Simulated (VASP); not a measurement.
# Ti (Cmcm) in VASP: notebook

Runs on Ti. Level: PBE. Tasks: single point.

Everything below comes from runs of VASP 6.6.1. Logs are shortened: lines on timing, memory, paths and dates and some standing lists are left out, and cuts for length are marked.

## (1) The cell of the first run

Symmetry: Cmcm, No. 63, orthorhombic system. The conventional cell has a = 4.604 Å, b = 4.604 Å, c = 3.255 Å, α = 90.00°, β = 90.00°, γ = 90.00°. Ti (site symmetry m2m) has 14 Ti at 2.64 to 3.26 Å within 3.5 Å.

## (2) Single point, PBE (mode 4 frozen in at -0.077 Å and mode 5 at -0.077 Å (largest displacements))

Contents of INCAR:

```
SYSTEM = Ti
PREC = Accurate ; ENCUT = 520
EDIFF = 1E-6 ; ISMEAR = 0
SIGMA = 0.15 ; LREAL = .False.
LASPH = .True. ; NELM = 60
ALGO = Fast ; ISIF = 2
LWAVE = .False. ; LCHARG = .False.
GGA = PE ; NBANDS = 19
```

Contents of KPOINTS:

```
Automatic mesh
0
Gamma
  14 14 14
  0 0 0
```

Contents of POSCAR:

```
Ti
1.0
    0.0000000000     -3.2552372153      0.0000000000
   -3.2552372153      0.0000000000      0.0000000000
    0.0000000000      0.0000000000     -3.2552372153
Ti
2
Direct
    0.5237156296      0.5237156296      0.5000000000
   -0.0237156296     -0.0237156296      0.0000000000
```

Potentials or basis: VASP PAW PBE potentials, release 64 (Ti_sv).

Command:

```console
$ cat potpaw_PBE.64/Ti_sv/POTCAR > POTCAR
$ mpirun -np 1 vasp_std > vasp.out
```

OUTCAR:

```text
SYSTEM = Ti
   PREC = Accurate
   ENCUT = 520
   EDIFF = 1E-6
   ISMEAR = 0
   LREAL = .False.
   LASPH = .True.
   NELM = 60
   ISIF = 2
   GGA = PE

 ion  position               nearest neighbor table
   1  0.524  0.524  0.500-   2 2.64   2 2.64   2 2.83   2 2.83   2 2.83   2 2.83
   2  0.976  0.976  0.000-   1 2.64   1 2.64   1 2.83   1 2.83   1 2.83   1 2.83

  LATTYP: Found a simple cubic cell.
 ALAT       =     3.2552372153

  Lattice vectors:

 A1 = (   0.0000000000,  -3.2552372153,   0.0000000000)
 A2 = (  -3.2552372153,   0.0000000000,   0.0000000000)
 A3 = (   0.0000000000,   0.0000000000,  -3.2552372153)

Analysis of symmetry for initial positions (statically):
=====================================================================
 Subroutine PRICEL returns:
 Original cell was already a primitive cell.

 Routine SETGRP: Setting up the symmetry group for a
 simple cubic supercell.

 Subroutine GETGRP returns: Found  8 space group operations
 (whereof  4 operations were pure point group operations)
 out of a pool of 48 trial point group operations.

The static configuration has the point symmetry C_2v.
 The point group associated with its full space group is D_2h.

Analysis of symmetry for dynamics (positions and initial velocities):
=====================================================================
 Subroutine PRICEL returns:
 Original cell was already a primitive cell.

 Routine SETGRP: Setting up the symmetry group for a
 simple cubic supercell.

 Subroutine GETGRP returns: Found  8 space group operations
 (whereof  4 operations were pure point group operations)
 out of a pool of 48 trial point group operations.

The dynamic configuration has the point symmetry C_2v.
 The point group associated with its full space group is D_2h.

 Subroutine INISYM returns: Found  8 space group operations
 (whereof  4 operations are pure point group operations),
 and found     1 'primitive' translations

----------------------------------------------------------------------------------------

                                     Primitive cell

  volume of cell :      34.4943

  direct lattice vectors                    reciprocal lattice vectors
     0.000000000 -3.255237215  0.000000000     0.000000000 -0.307197274  0.000000000
    -3.255237215  0.000000000  0.000000000    -0.307197274  0.000000000  0.000000000
     0.000000000  0.000000000 -3.255237215     0.000000000  0.000000000 -0.307197274

  length of vectors
     3.255237215  3.255237215  3.255237215     0.307197274  0.307197274  0.307197274

  position of ions in fractional coordinates (direct lattice)
     0.523715630  0.523715630  0.500000000
     0.976284370  0.976284370  0.000000000

  ion indices of the primitive-cell ions
   primitive index   ion index
                 1           1
                 2           2

----------------------------------------------------------------------------------------

 KPOINTS: Automatic mesh

Automatic generation of k-mesh.
 Grid dimensions read from file:
 generate k-points for:   14   14   14

 Generating k-lattice:

  Cartesian coordinates                     Fractional coordinates (reciprocal lattice)
     0.000000000 -0.021942662  0.000000000     0.071428571  0.000000000  0.000000000
    -0.021942662  0.000000000  0.000000000     0.000000000  0.071428571  0.000000000
     0.000000000  0.000000000 -0.021942662     0.000000000  0.000000000  0.071428571

  Length of vectors
     0.021942662  0.021942662  0.021942662

  Shift w.r.t. Gamma in fractional coordinates (k-lattice)
     0.000000000  0.000000000  0.000000000

 Subroutine IBZKPT returns following result:
 ===========================================

 Found    456 irreducible k-points:

 Following reciprocal coordinates:
            Coordinates               Weight
  0.000000  0.000000  0.000000      1.000000
  0.071429  0.000000  0.000000      4.000000
  0.000000  0.000000  0.071429      2.000000
  0.142857  0.000000  0.000000      4.000000
  0.000000  0.000000  0.142857      2.000000
  0.214286  0.000000  0.000000      4.000000
[... 16 lines left out ...]
  0.214286  0.071429  0.000000      4.000000
  0.000000  0.214286  0.071429      8.000000
 [... further k-points ...]
   k-points           NKPTS =    456   k-points in BZ     NKDIM =    456   number of bands    NBANDS=     19
   number of dos      NEDOS =    301   number of ions     NIONS =      2
   total plane-waves  NPLWV =  13824
   dimension x,y,z NGX =    24 NGY =   24 NGZ =   24
   dimension x,y,z NGXF=    48 NGYF=   48 NGZF=   48
   ions per type =               2
   NGX,Y,Z   is equivalent  to a cutoff of  12.26, 12.26, 12.26 a.u.
   NGXF,Y,Z  is equivalent  to a cutoff of  24.51, 24.51, 24.51 a.u.
 SYSTEM =  Ti
   PREC   = accura    normal or accurate (medium, high low for compatibility)
   ISTART =      0    job   : 0-new  1-cont  2-samecut
   ICHARG =      2    charge: 1-file 2-atom 10-const
   ISPIN  =      1    spin polarized calculation?
   LNONCOLLINEAR =      F non collinear calculations
   LSORBIT =      F    spin-orbit coupling
   LASPH  =      T    aspherical Exc in radial PAW
   ENCUT  =  520.0 eV  38.22 Ry    6.18 a.u.   6.05  6.05  6.05*2*pi/ulx,y,z
   NELM   =     60;   NELMIN=  2; NELMDL= -5     # of ELM steps
   EDIFF  = 0.1E-05   stopping-criterion for ELM
   LREAL  =      F    real-space projection
   EDIFFG = 0.1E-04   stopping-criterion for IOM
   NSW    =      0    number of steps for IOM
   IBRION =     -1    ionic relax: 0-MD 1-quasi-New 2-CG
   NFREE  =      0    steps in history (QN), initial steepest desc. (CG)
   ISIF   =      2    stress and relaxation
   ISYM   =      2    0-nonsym 1-usesym 2-fastsym
   POTIM  = 0.5000    time-step for ionic-motion
   TEBEG  =    0.0;   TEEND  =   0.0 temperature during run
   PSTRESS=    0.0 pullay stress
   NELECT =      24.0000    total number of electrons
   NUPDOWN=      -1.0000    fix difference up-down
   EMIN   =  10.00;   EMAX   =-10.00  energy-range for DOS
   EFERMI =   0.00;   METHOD = LEGACY
   ISMEAR =     0;   SIGMA  =   0.15  broadening in eV -4-tet -1-fermi 0-gaus
   EFERMI_NEDOS =   21; number of points for ismear=-14 and -15
   IALGO  =     68    algorithm
   IMIX   =      4    mixing-type and parameters
     AMIX     =   0.40;   BMIX     =  1.00
     AMIX_MAG =   1.60;   BMIX_MAG =  1.00
  volume/ion in A,a.u.               =      17.25       116.39
  Fermi-wavevector in a.u.,A,eV,Ry     =   1.450650  2.741331 28.631897  2.104385
  Thomas-Fermi vector in A             =   2.568238
   LORBIT       =      0    0 simple, 1 ext, 2 COOP (PROOUT), +10 PAW based schemes
   GGA     = PE    functional components
   LHFCALC =     F    Hartree Fock is set to
   AEXX    =    0.0000 exact exchange contribution
   IVDW    =     0    specifies the selected vdW correction
   LEPSILON=     F    determine dielectric tensor
   LRPA    =     F    only Hartree local field effects (RPA)
 non-spin polarized calculation
 RMM-DIIS sequential band-by-band and
 Gauss-broadening in eV      SIGMA  =   0.15
  energy-cutoff  :      520.00
  volume of cell :       34.49
 maximum number of plane-waves:       952
   NGX = 13   NGY = 13   NGZ = 13

 number of electron      24.0000010 magnetization

 Free energy of the ion-electron system (eV)
  ---------------------------------------------------
  ext. energy  EPLUGINS =         0.00000000
  ---------------------------------------------------
  free energy    TOTEN  =       -15.36289059 eV

  energy without entropy =      -15.31119322  energy(sigma->0) =      -15.33704191

 E-fermi :   8.1438     XC(G=0): -11.5132

 val. band max:        8.1437764543   @ k =  -0.2857   0.2857   0.0000
 cond. band min:       8.1457343756   @ k =   0.2143   0.2143   0.3571
 fundamental gap:      0.0019579212
 Fermi energy:         8.1438159703

 k-point     1 :       0.0000    0.0000    0.0000
  band No.  band energies     occupation
      1     -48.3605      2.00000
      2     -48.1047      2.00000
      3     -24.7027      2.00000
      4     -24.7005      2.00000
      5     -24.6530      2.00000
      6     -24.2198      2.00000
[... 11 lines left out ...]
     18      11.9928      0.00000
     19      12.2322      0.00000

 k-point     2 :       0.0714    0.0000    0.0000
  band No.  band energies     occupation
      1     -48.3573      2.00000
      2     -48.1070      2.00000
      3     -24.7011      2.00000
      4     -24.6943      2.00000
      5     -24.6506      2.00000
      6     -24.2283      2.00000
[... 11 lines left out ...]
     18      11.8874      0.00000
     19      12.1464      0.00000

 k-point     3 :       0.0000    0.0000    0.0714
  band No.  band energies     occupation
      1     -48.3569      2.00000
      2     -48.1075      2.00000
      3     -24.7017      2.00000
      4     -24.6973      2.00000
      5     -24.6472      2.00000
      6     -24.2248      2.00000
[... 11 lines left out ...]
     18      11.9638      0.00000
     19      12.0773      0.00000

 k-point     4 :       0.1429    0.0000    0.0000
  band No.  band energies     occupation
      1     -48.3478      2.00000
      2     -48.1139      2.00000
      3     -24.6977      2.00000
      4     -24.6765      2.00000
      5     -24.6416      2.00000
      6     -24.2554      2.00000
[... 11 lines left out ...]
     18      11.6166      0.00000
     19      12.0012      0.00000

 k-point     5 :       0.0000    0.0000    0.1429
  band No.  band energies     occupation
      1     -48.3461      2.00000
      2     -48.1156      2.00000
      3     -24.7045      2.00000
      4     -24.6817      2.00000
      5     -24.6301      2.00000
      6     -24.2396      2.00000
[... 11 lines left out ...]
     18      11.7066      0.00000
     19      11.8770      0.00000

 k-point     6 :       0.2143    0.0000    0.0000
  band No.  band energies     occupation
      1     -48.3329      2.00000
      2     -48.1250      2.00000
      3     -24.6938      2.00000
      4     -24.6483      2.00000
      5     -24.6239      2.00000
      6     -24.3008      2.00000
[... 11 lines left out ...]
     18      11.2591      0.00000
     19      11.8294      0.00000

 k-point     7 :       0.0000    0.0000    0.2143
  band No.  band energies     occupation
      1     -48.3290      2.00000
      2     -48.1289      2.00000
      3     -24.7059      2.00000
      4     -24.6587      2.00000
      5     -24.6027      2.00000
      6     -24.2643      2.00000
[... 11 lines left out ...]
     18      11.3872      0.00000
     19      11.7340      0.00000

 k-point     8 :       0.2857    0.0000    0.0000
  band No.  band energies     occupation
      1     -48.3140      2.00000
      2     -48.1395      2.00000
      3     -24.6870      2.00000
      4     -24.6123      2.00000
      5     -24.6001      2.00000
      6     -24.3570      2.00000
[... 256 lines left out ...]
 k-point    20 :       0.0000    0.1429    0.0714
  band No.  band energies     occupation
      1     -48.3444      2.00000
      2     -48.1164      2.00000
      3     -24.7136      2.00000
      4     -24.6663      2.00000
      5     -24.6279      2.00000
      6     -24.2724      2.00000
[... 11 lines left out ...]
     18      11.4607      0.00000
     19      12.0734      0.00000

 k-point    21 :       0.0714    0.0000    0.1429
  band No.  band energies     occupation
      1     -48.3431      2.00000
      2     -48.1176      2.00000
      3     -24.7177      2.00000
      4     -24.6692      2.00000
      5     -24.6214      2.00000
      6     -24.2647      2.00000
[... 11 lines left out ...]
     18      11.5649      0.00000
     19      12.0323      0.00000

 k-point    22 :      -0.0714    0.1429    0.0000
  band No.  band energies     occupation
      1     -48.3448      2.00000
      2     -48.1159      2.00000
      3     -24.7222      2.00000
      4     -24.6711      2.00000
      5     -24.6087      2.00000
      6     -24.2949      2.00000
[... 11 lines left out ...]
     18      11.5555      0.00000
     19      12.1994      0.00000

 k-point    23 :       0.2143    0.0714    0.0000
  band No.  band energies     occupation
      1     -48.3300      2.00000
      2     -48.1269      2.00000
      3     -24.6863      2.00000
      4     -24.6428      2.00000
      5     -24.6417      2.00000
      6     -24.2876      2.00000
[... 11 lines left out ...]
     18      11.2244      0.00000
     19      11.8784      0.00000

 k-point    24 :       0.0000    0.2143    0.0714
  band No.  band energies     occupation
      1     -48.3298      2.00000
      2     -48.1271      2.00000
      3     -24.7154      2.00000
      4     -24.6421      2.00000
      5     -24.6033      2.00000
      6     -24.3240      2.00000
[... 11 lines left out ...]
     18      11.1595      0.00000
     19      11.9578      0.00000

 [... further k-points ...]
[... 5 lines left out ...]
  --------------------------------------------------------------------------------------
  -------------------------------------------------------------------------------------
  Total        0.1061752      0.1061752      0.2673073      0.3661336      0.0000000      0.0000000
  in kB        4.9315784      4.9315784     12.4157639     17.0060035      0.0000000      0.0000000
  external PRESSURE =       7.4263069 kB  Pullay stress =       0.0000000 kB

 VOLUME and BASIS-vectors are now :
 -----------------------------------------------------------------------------
  energy-cutoff  :      520.00
  volume of cell :       34.49
      direct lattice vectors                 reciprocal lattice vectors
     0.000000000 -3.255237215  0.000000000     0.000000000 -0.307197274  0.000000000
    -3.255237215  0.000000000  0.000000000    -0.307197274  0.000000000  0.000000000
     0.000000000  0.000000000 -3.255237215     0.000000000  0.000000000 -0.307197274

 POSITION                                       TOTAL-FORCE (eV/Angst)
 -----------------------------------------------------------------------------------
     -1.70482     -1.70482     -1.62762         0.789581      0.789581      0.000000
     -3.17804     -3.17804      0.00000        -0.789581     -0.789581      0.000000
 -----------------------------------------------------------------------------------
    total drift:                               -0.000000      0.000000      0.000000

  FREE ENERGIE OF THE ION-ELECTRON SYSTEM (eV)
  ---------------------------------------------------
  free  energy   TOTEN  =       -15.3628905910 eV

  energy  without entropy=      -15.3111932245  energy(sigma->0) =      -15.33704191
```

It took 3 min on 1 thread of Intel Xeon 6975P-C (Granite Rapids), shared host; peak memory 0.33 GiB.

Results:

| Property | Result |
| --- | --- |
| Free energy | -15.3629 eV |
| Pressure | 0.7 GPa |
| Largest force | 1.117 eV/Å |
| Band gap on the k mesh | zero (band 12 reaches 9.14 eV, above the bottom of band 13 at 7.66 eV) |

Forces in eV/Å, atoms in the order of the input:
```
Ti   0.790  0.790  0.000
Ti  -0.790 -0.790  0.000
```

Caveat: the cell differs from its parent crystal (mode 4 frozen in at -0.077 Å and mode 5 at -0.077 Å (largest displacements)); forces of over 1 eV/Å act on the atoms, so gaps and moduli don't describe the material at rest.

(Continued in part 2 of 2.)
